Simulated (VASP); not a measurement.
# Li2O in VASP: single point with PBE+D3(BJ)

Aim: the single point of Li2O with PBE+D3(BJ).

All numbers are computed with VASP 6.6.1; they aren't measurements. Logs are shortened: lines on timing, memory, paths and dates and some standing lists are left out, and cuts for length are marked.

### Step 1. The cell of the first run

The cell holds a slab with vacuum, 48 atoms: a = 6.399 Å, b = 9.049 Å, c = 23.580 Å, α = 90.00°, β = 90.00°, γ = 90.00°.

### Step 2. Single point, PBE+D3(BJ)

INCAR reads:

```
PREC = Accurate ; ENCUT = 650
EDIFF = 1E-6 ; ISMEAR = 0
SIGMA = 0.05 ; LREAL = Auto
LASPH = T ; NELM = 120
ALGO = Normal ; ISIF = 2
LWAVE = F ; LCHARG = F
LDIPOL = T ; IDIPOL = 3
DIPOL = 0.5 0.5 0.441 ; GGA = PE
IVDW = 12 ; NBANDS = 126
GGA_COMPAT = F ; NELMDL = -8
KPAR = 2 ; NCORE = 2
```

KPOINTS reads:

```
regular mesh
0
Gamma
  3 2 1
```

POSCAR reads:

```
Li2O
1.0
    6.3987489437      0.0000000000      0.0000000000
    0.0000000000      9.0491975384      0.0000000000
    0.0000000000      0.0000000000     23.5802617078
Li O
32 16
Direct
    0.5000000000      0.3750000000      0.3392668029
    0.5000000000      0.8750000000      0.3392668029
    0.0000000000      0.3750000000      0.3392668029
    0.0000000000      0.8750000000      0.3392668029
    0.5000000000      0.6250000000      0.3392668029
    0.5000000000      0.1250000000      0.3392668029
    0.0000000000      0.6250000000      0.3392668029
    0.0000000000      0.1250000000      0.3392668029
    0.7500000000      0.6250000000      0.4071068996
    0.7500000000      0.1250000000      0.4071068996
    0.2500000000      0.6250000000      0.4071068996
    0.2500000000      0.1250000000      0.4071068996
    0.7500000000      0.8750000000      0.4071068996
    0.7500000000      0.3750000000      0.4071068996
    0.2500000000      0.8750000000      0.4071068996
    0.2500000000      0.3750000000      0.4071068996
    0.0015930863      0.8742388923      0.4756236583
   -0.0016685500      0.3740987619      0.4756126721
    0.4977789332      0.8740032776      0.4760306015
    0.5019811704      0.3740769472      0.4760365835
   -0.0019211975      0.1257316018      0.4755984236
    0.0014147090      0.6256199017      0.4755240840
    0.5021867176      0.1259504755      0.4759732897
    0.4979138189      0.6259614219      0.4760543057
    0.2476900567      0.1128542470      0.5419485506
    0.2467259530      0.6178666218      0.5447912309
    0.7528359522      0.1177774805      0.5451572818
    0.7518613168      0.6128497420      0.5422272347
    0.2476928813      0.3867918072      0.5421074243
    0.2475490496      0.8818187069      0.5450903758
    0.7519782490      0.3819757989      0.5451642401
    0.7520308045      0.8869365873      0.5421473107
    0.2500000000      0.2500000000      0.3392668029
    0.2500000000      0.7500000000      0.3392668029
    0.7500000000      0.2500000000      0.3392668029
    0.7500000000      0.7500000000      0.3392668029
    0.5000000000      0.5000000000      0.4071068996
    0.5000000000      0.0000000000      0.4071068996
    0.0000000000      0.5000000000      0.4071068996
    0.0000000000      0.0000000000      0.4071068996
    0.7495837166      0.7499524545      0.4780348297
    0.7502655107      0.2501200853      0.4776065393
    0.2493942081      0.7499373101      0.4774790836
    0.2503695089      0.2499627972      0.4779680348
   -0.0000468004     -0.0000992734      0.5408539936
   -0.0003772327      0.4996528087      0.5408750125
    0.4999977495     -0.0002502775      0.5418305234
    0.4995056597      0.5000508258      0.5418724508
```

Potentials or basis: VASP PAW PBE potentials, release 64 (Li_sv, O).

Launch:

```bash
$ cat potpaw_PBE.64/Li_sv/POTCAR potpaw_PBE.64/O/POTCAR > POTCAR
$ mpirun -np 4 vasp_std > vasp.out
```

OUTCAR:

```text
PREC = Accurate
   ENCUT = 650
   EDIFF = 1E-6
   ISMEAR = 0
   LREAL = Auto
   LASPH = T
   NELM = 120
   ISIF = 2
   GGA = PE
   IVDW = 12
   NELMDL = -8
 IVDW          = 12

 ion  position               nearest neighbor table
   1  0.500  0.375  0.339-  37 1.96  35 1.96  33 1.96  16 2.26  14 2.26   6 2.26   5 2.26
   2  0.500  0.875  0.339-  38 1.96  36 1.96  34 1.96  15 2.26  13 2.26   6 2.26   5 2.26
   3  0.000  0.375  0.339-  39 1.96  35 1.96  33 1.96  16 2.26  14 2.26   8 2.26   7 2.26
   4  0.000  0.875  0.339-  40 1.96  36 1.96  34 1.96  15 2.26  13 2.26   8 2.26   7 2.26
   5  0.500  0.625  0.339-  37 1.96  36 1.96  34 1.96  11 2.26   9 2.26   2 2.26   1 2.26
   6  0.500  0.125  0.339-  38 1.96  35 1.96  33 1.96  12 2.26  10 2.26   2 2.26   1 2.26
   7  0.000  0.625  0.339-  39 1.96  36 1.96  34 1.96  11 2.26   9 2.26   4 2.26   3 2.26
   8  0.000  0.125  0.339-  40 1.96  35 1.96  33 1.96  12 2.26  10 2.26   4 2.26   3 2.26
   9  0.750  0.625  0.407-  36 1.96  37 1.96  39 1.96  41 2.02   5 2.26   7 2.26  13 2.26  14 2.26
                            22 2.28  24 2.29
  10  0.750  0.125  0.407-  35 1.96  38 1.96  40 1.96  42 2.01   6 2.26   8 2.26  13 2.26  14 2.26
                            21 2.26  23 2.27
  11  0.250  0.625  0.407-  34 1.96  37 1.96  39 1.96  43 2.01   5 2.26   7 2.26  15 2.26  16 2.26
                            22 2.27  24 2.27
  12  0.250  0.125  0.407-  33 1.96  38 1.96  40 1.96  44 2.02   6 2.26   8 2.26  15 2.26  16 2.26
                            21 2.28  23 2.29
  13  0.750  0.875  0.407-  36 1.96  38 1.96  40 1.96  41 2.02   2 2.26   4 2.26   9 2.26  10 2.26
[... 51 lines left out ...]
  45  1.000  1.000  0.541-  25 1.89  32 1.89  27 1.91  17 1.91  30 1.91  21 1.91
  46  1.000  0.500  0.541-  29 1.89  28 1.89  26 1.91  31 1.91  18 1.91  22 1.92
  47  0.500  1.000  0.542-  32 1.91  25 1.91  19 1.92  23 1.93  30 1.94  27 1.94
  48  0.500  0.500  0.542-  29 1.91  28 1.91  24 1.93  20 1.93  31 1.94  26 1.94

  LATTYP: Found a simple orthorhombic cell.
 ALAT       =     6.3987489437
 B/A-ratio  =     1.4142135624
 C/A-ratio  =     3.6851362532

  Lattice vectors:

 A1 = (   6.3987489437,   0.0000000000,   0.0000000000)
 A2 = (   0.0000000000,   9.0491975384,   0.0000000000)
 A3 = (   0.0000000000,   0.0000000000,  23.5802617078)

Analysis of symmetry for initial positions (statically):
=====================================================================
 Subroutine PRICEL returns:
 Original cell was already a primitive cell.

 Routine SETGRP: Setting up the symmetry group for a
 simple orthorhombic supercell.

 Subroutine GETGRP returns: Found  1 space group operations
 (whereof  1 operations were pure point group operations)
 out of a pool of  8 trial point group operations.

The static configuration has the point symmetry C_1 .

Analysis of symmetry for dynamics (positions and initial velocities):
=====================================================================
 Subroutine PRICEL returns:
 Original cell was already a primitive cell.

 Routine SETGRP: Setting up the symmetry group for a
 simple orthorhombic supercell.

 Subroutine GETGRP returns: Found  1 space group operations
 (whereof  1 operations were pure point group operations)
 out of a pool of  8 trial point group operations.

The dynamic configuration has the point symmetry C_1 .

 Subroutine INISYM returns: Found  1 space group operations
 (whereof  1 operations are pure point group operations),
 and found     1 'primitive' translations

----------------------------------------------------------------------------------------

                                     Primitive cell

  volume of cell :    1365.3807

  direct lattice vectors                    reciprocal lattice vectors
     6.398748944  0.000000000  0.000000000     0.156280549  0.000000000  0.000000000
     0.000000000  9.049197538  0.000000000     0.000000000  0.110507036  0.000000000
     0.000000000  0.000000000 23.580261708     0.000000000  0.000000000  0.042408350

  length of vectors
     6.398748944  9.049197538 23.580261708     0.156280549  0.110507036  0.042408350

  position of ions in fractional coordinates (direct lattice)
     0.500000000  0.375000000  0.339266803
     0.500000000  0.875000000  0.339266803
     0.000000000  0.375000000  0.339266803
     0.000000000  0.875000000  0.339266803
     0.500000000  0.625000000  0.339266803
     0.500000000  0.125000000  0.339266803
[... 40 lines left out ...]
     0.499997749  0.999749722  0.541830523
     0.499505660  0.500050826  0.541872451

  ion indices of the primitive-cell ions
   primitive index   ion index
                 1           1
                 2           2
                 3           3
                 4           4
                 5           5
                 6           6
[... 40 lines left out ...]
                47          47
                48          48

----------------------------------------------------------------------------------------

 KPOINTS: regular mesh

Automatic generation of k-mesh.
 Grid dimensions read from file:
 generate k-points for:    3    2    1

 Generating k-lattice:

  Cartesian coordinates                     Fractional coordinates (reciprocal lattice)
     0.052093516  0.000000000  0.000000000     0.333333333  0.000000000  0.000000000
     0.000000000  0.055253518  0.000000000     0.000000000  0.500000000  0.000000000
     0.000000000  0.000000000  0.042408350     0.000000000  0.000000000  1.000000000

  Length of vectors
     0.052093516  0.055253518  0.042408350

  Shift w.r.t. Gamma in fractional coordinates (k-lattice)
     0.000000000  0.000000000  0.000000000

 Subroutine IBZKPT returns following result:
 ===========================================

 Found      4 irreducible k-points:

 Following reciprocal coordinates:
            Coordinates               Weight
  0.000000  0.000000  0.000000      1.000000
  0.333333  0.000000  0.000000      2.000000
  0.000000  0.500000  0.000000      1.000000
  0.333333  0.500000  0.000000      2.000000
   k-points           NKPTS =      4   k-points in BZ     NKDIM =      4   number of bands    NBANDS=    126
   number of dos      NEDOS =    301   number of ions     NIONS =     48
   total plane-waves  NPLWV = 846720
   dimension x,y,z NGX =    54 NGY =   80 NGZ =  196
   dimension x,y,z NGXF=   108 NGYF=  160 NGZF=  392
   ions per type =              32  16
   NGX,Y,Z   is equivalent  to a cutoff of  14.03, 14.70, 13.82 a.u.
   NGXF,Y,Z  is equivalent  to a cutoff of  28.06, 29.39, 27.64 a.u.
 SYSTEM =  unknown system
   PREC   = accura    normal or accurate (medium, high low for compatibility)
   ISTART =      0    job   : 0-new  1-cont  2-samecut
   ICHARG =      2    charge: 1-file 2-atom 10-const
   ISPIN  =      1    spin polarized calculation?
   LNONCOLLINEAR =      F non collinear calculations
   LSORBIT =      F    spin-orbit coupling
   LASPH  =      T    aspherical Exc in radial PAW
   ENCUT  =  650.0 eV  47.77 Ry    6.91 a.u.  13.30 18.81 49.02*2*pi/ulx,y,z
   NELM   =    120;   NELMIN=  2; NELMDL= -8     # of ELM steps
   EDIFF  = 0.1E-05   stopping-criterion for ELM
   LREAL  =      T    real-space projection
   EDIFFG = 0.1E-04   stopping-criterion for IOM
   NSW    =      0    number of steps for IOM
   IBRION =     -1    ionic relax: 0-MD 1-quasi-New 2-CG
   NFREE  =      0    steps in history (QN), initial steepest desc. (CG)
   ISIF   =      2    stress and relaxation
   ISYM   =      2    0-nonsym 1-usesym 2-fastsym
   POTIM  = 0.5000    time-step for ionic-motion
   TEBEG  =    0.0;   TEEND  =   0.0 temperature during run
   PSTRESS=    0.0 pullay stress
   NELECT =     192.0000    total number of electrons
   NUPDOWN=      -1.0000    fix difference up-down
   EMIN   =  10.00;   EMAX   =-10.00  energy-range for DOS
   EFERMI =   0.00;   METHOD = LEGACY
   ISMEAR =     0;   SIGMA  =   0.05  broadening in eV -4-tet -1-fermi 0-gaus
   EFERMI_NEDOS =   21; number of points for ismear=-14 and -15
   IALGO  =     38    algorithm
   IMIX   =      4    mixing-type and parameters
     AMIX     =   0.40;   BMIX     =  1.00
     AMIX_MAG =   1.60;   BMIX_MAG =  1.00
  volume/ion in A,a.u.               =      28.45       191.96
  Fermi-wavevector in a.u.,A,eV,Ry     =   0.851316  1.608753  9.860665  0.724738
  Thomas-Fermi vector in A             =   1.967430
   LORBIT       =      0    0 simple, 1 ext, 2 COOP (PROOUT), +10 PAW based schemes
   GGA     = PE    functional components
   LHFCALC =     F    Hartree Fock is set to
   AEXX    =    0.0000 exact exchange contribution
   IVDW    =    12    specifies the selected vdW correction
   LEPSILON=     F    determine dielectric tensor
   LRPA    =     F    only Hartree local field effects (RPA)
 non-spin polarized calculation
 Gauss-broadening in eV      SIGMA  =   0.05
  energy-cutoff  :      650.00
  volume of cell :     1365.38
 maximum number of plane-waves:     51486
 NGX is ok and might be reduce to    54
   NGX = 27   NGY = 37   NGZ = 99

 dipolmoment           0.000000      0.000000      0.006658 electrons x Angstroem

 number of electron     192.0000021 magnetization

 dipolmoment           0.000000      0.000000     -0.054472 electrons x Angstroem

 Free energy of the ion-electron system (eV)
  ---------------------------------------------------
  ext. energy  EPLUGINS =         0.00000000
  ---------------------------------------------------
  free energy    TOTEN  =      -222.03169725 eV

  energy without entropy =     -222.03169725  energy(sigma->0) =     -222.03169725

 E-fermi :  -2.7771     XC(G=0):  -3.3782

 val. band max:       -3.0603545631   @ k =   0.0000   0.0000   0.0000
 cond. band min:       0.2805386234   @ k =   0.0000   0.0000   0.0000
 fundamental gap:      3.3408931865
 Fermi energy:        -2.7771395898

 k-point     1 :       0.0000    0.0000    0.0000
  band No.  band energies     occupation
      1     -46.6633      2.00000
      2     -46.6485      2.00000
      3     -46.5996      2.00000
      4     -46.5968      2.00000
      5     -46.5875      2.00000
      6     -46.5837      2.00000
[... 433 lines left out ...]
    107       2.8560      0.00000
    108       2.8564      0.00000
 [bands above 108 left out]

------------------------ aborting loop because EDIFF is reached ----------------------------------------

 vacuum level on the upper side and lower side of the slab       (xc-potential included)        -0.184        -0.025

 Edisp (eV)   -9.07118

 E8    (eV) :    -3.6977

  FORCE on cell =-STRESS in cart. coord.  units (eV):
  Direction    XX          YY          ZZ          XY          YZ          ZX
  --------------------------------------------------------------------------------------
  -------------------------------------------------------------------------------------
  Total     -14.30246     3.55138    -3.03559     0.00611     0.04863     0.04597
  in kB     -16.78292     4.16730    -3.56205     0.00716     0.05706     0.05394
  external pressure =       -5.39 kB  Pullay stress =        0.00 kB

 VOLUME and BASIS-vectors are now :
 -----------------------------------------------------------------------------
  energy-cutoff  :      650.00
  volume of cell :     1365.38
      direct lattice vectors                 reciprocal lattice vectors
     6.398748944  0.000000000  0.000000000     0.156280549  0.000000000  0.000000000
     0.000000000  9.049197538  0.000000000     0.000000000  0.110507036  0.000000000
     0.000000000  0.000000000 23.580261708     0.000000000  0.000000000  0.042408350

 POSITION                                       TOTAL-FORCE (eV/Angst)
 -----------------------------------------------------------------------------------
      3.19937      3.39345      8.00000        -0.001343     -1.047411     -0.136095
      3.19937      7.91805      8.00000         0.000460     -1.048018     -0.136511
      0.00000      3.39345      8.00000         0.000873     -1.048427     -0.140103
      0.00000      7.91805      8.00000        -0.000591     -1.048863     -0.140090
      3.19937      5.65575      8.00000         0.000383      1.047695     -0.136017
      3.19937      1.13115      8.00000        -0.001437      1.047721     -0.136730
[... 40 lines left out ...]
      3.19936      9.04693     12.77651        -0.003377      0.014290     -0.115663
      3.19621      4.52506     12.77749         0.004958     -0.001730     -0.119458
 -----------------------------------------------------------------------------------
    total drift:                                0.007782      0.000313      0.016130

  FREE ENERGIE OF THE ION-ELECTRON SYSTEM (eV)
  ---------------------------------------------------
  free  energy   TOTEN  =      -231.1028752275 eV

  energy  without entropy=     -231.1028752275  energy(sigma->0) =     -231.10287523

 vacuum level on the upper side and lower side of the slab         1.747         1.907
```

It took 8.8 min on 4 MPI ranks of Intel Xeon 6975P-C (Granite Rapids), shared host; peak memory 1.1 GiB.

What came out:

* Free energy: -231.1029 eV
* Largest force: 1.058 eV/Å
* Band gap on the k mesh: 3.34 eV
* Dispersion energy per atom: -0.189 eV

Forces on the atoms (eV/Å):
```
Li  -0.001 -1.047 -0.136
Li   0.000 -1.048 -0.137
Li   0.001 -1.048 -0.140
Li  -0.001 -1.049 -0.140
Li   0.000  1.048 -0.136
Li  -0.001  1.048 -0.137
Li   0.000  1.049 -0.140
Li   0.001  1.049 -0.140
Li  -0.021  0.121  0.145
Li  -0.011  0.109  0.090
Li   0.011  0.108  0.090
Li   0.015  0.121  0.145
Li  -0.017 -0.122  0.147
Li  -0.012 -0.107  0.094
Li   0.007 -0.109  0.091
Li   0.016 -0.121  0.145
Li  -0.030  0.007 -0.046
Li   0.020  0.015 -0.040
Li   0.036  0.045  0.010
Li  -0.031  0.048  0.012
Li   0.032 -0.010 -0.045
Li  -0.039 -0.010 -0.036
Li  -0.030 -0.048  0.023
Li   0.034 -0.046  0.009
Li   0.125  0.020  0.111
Li   0.117 -0.259 -0.030
Li  -0.118 -0.247 -0.052
Li  -0.111  0.029  0.090
Li   0.115 -0.019  0.108
Li   0.104  0.258 -0.045
Li  -0.103  0.249 -0.055
Li  -0.113 -0.033  0.094
O   -0.004  0.000  0.522
O   -0.003  0.000  0.523
O    0.003 -0.001  0.527
O    0.003  0.000  0.523
O    0.000  0.000 -0.498
O    0.001  0.000 -0.499
O   -0.001 -0.003 -0.527
O   -0.003  0.002 -0.524
O    0.042 -0.002 -0.054
O    0.022 -0.016  0.164
O   -0.018 -0.001  0.176
O   -0.048 -0.005 -0.052
O    0.004 -0.002  0.006
O    0.003  0.015 -0.001
O   -0.003  0.014 -0.116
O    0.005 -0.002 -0.119
```
